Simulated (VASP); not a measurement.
Here is a VASP 6.6.1 calculation.

The input INCAR:

```
SYSTEM = HPbNO4
PREC = Accurate ; ENCUT = 520
EDIFF = 1E-7 ; ISMEAR = -1
SIGMA = 0.05 ; LREAL = .FALSE.
LASPH = .TRUE. ; NELM = 80
ALGO = Normal ; ISIF = 2
LWAVE = .FALSE. ; LCHARG = .TRUE.
GGA = PE ; LELF = .TRUE.
LVHAR = .TRUE. ; NBANDS = 31
```

KPOINTS

```
regular mesh
0
G
  5 5 4
  0 0 0
```

File POSCAR:

```
HPbNO4
1.0
    4.1424766916      0.1096675185      0.1658971538
    1.8901049338      3.8387281476      0.1239814134
    1.7370518124      1.2356610329      6.2865324150
H Pb N O
1 1 1 4
Direct
    0.8914500000      0.6820200000      0.6279600000
    0.1442600000      0.9287200000      0.8835200000
    0.2567000000      0.2886100000      0.3017100000
    0.8310800000      0.6505600000      0.7840500000
    0.3869400000      0.2238000000      0.1129500000
    0.3110400000      0.0357600000      0.4585600000
    0.0772600000      0.6063300000      0.3227500000
```

Potentials or basis: VASP PAW PBE potentials, release 64 (H, Pb_d, N, O).

Command:

```bash
$ cat potpaw_PBE.64/H/POTCAR potpaw_PBE.64/Pb_d/POTCAR potpaw_PBE.64/N/POTCAR potpaw_PBE.64/O/POTCAR > POTCAR
$ mpirun -np 1 vasp_std > vasp.out
```

What does it give for the pressure?

4.9 GPa.

What does it give for the largest force?

1.637 eV/Å.

Predict the band gap on the k mesh.

2.87 eV (least direct gap 2.88 eV).

Stress tensor (GPa, compression positive):
```
 1.38 -0.36 -0.20
-0.36  6.31 -0.23
-0.20 -0.23  7.11
```

Caveat: the standard files for N, O and F lose accuracy on very short bonds; the stress differs along the axes, from 1 to 7 GPa; spin-orbit coupling is left out, which moves the levels of the heavy elements; forces of over 1 eV/Å act on the atoms, so gaps and moduli don't describe the material at rest. A k mesh can miss the band edges.
